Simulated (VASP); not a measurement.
A run of VASP 6.6.1:

INCAR

```
SYSTEM = MoS2
PREC = Accurate
ENCUT = 520
EDIFF = 1E-7
ISMEAR = 0
SIGMA = 0.05
LREAL = Auto
LASPH = .TRUE.
NELM = 60
ALGO = Normal
ISIF = 2
LWAVE = .FALSE.
LCHARG = .FALSE.
LDIPOL = .TRUE.
IDIPOL = 3
DIPOL = 0.5 0.5 0.499
GGA = PS
ISYM = 0
NBANDS = 78
```

Contents of KPOINTS:

```
Automatic mesh
0
G
  9 4 1
  0 0 0
```

Contents of POSCAR:

```
MoS2
1.0
    3.1431208318      0.0000000000      0.0000000000
   -1.5715604159      6.3484649833      0.0000000000
    0.0000000000      0.0000000000     26.8970708865
S Mo
10 5
Direct
    0.1419093217      0.2838186435      0.2788407716
    0.8989910954      0.7979821907      0.2953998876
    0.6725497415      0.3450994829      0.3790032671
    0.4296315151      0.8592630302      0.3955623831
    0.2031901612      0.4063803224      0.4791657626
    0.9602719348      0.9205438696      0.4957248786
    0.7338305809      0.4676611618      0.5793282580
    0.4909123545      0.9818247091      0.5958873740
    0.2644710006      0.5289420013      0.6794907535
    0.0215527743      0.0431055485      0.6960498695
    0.5306428742      0.0612857485      0.3205092465
    0.0612832940      0.1225665879      0.4206717420
    0.5919237137      0.1838474274      0.5208342374
    0.1225641334      0.2451282668      0.6209967329
    0.6532045531      0.3064091063      0.7211592284
```

Potentials or basis: VASP PAW PBE potentials, release 64 (S, Mo_sv).

The run is started by

```sh
$ cat potpaw_PBE.64/S/POTCAR potpaw_PBE.64/Mo_sv/POTCAR > POTCAR
$ mpirun -np 1 vasp_std > vasp.out
```

Hardware: 1 thread of AMD EPYC 7R43 64-Core Processor (Zen 3) (shared host).

How long does it take, and how much memory?

Run time: 64 min on 1 thread of AMD EPYC 7R43 64-Core Processor (Zen 3), with other jobs on the host, peak memory 0.75 GiB. Counts: scf iterations 49, k points 19.
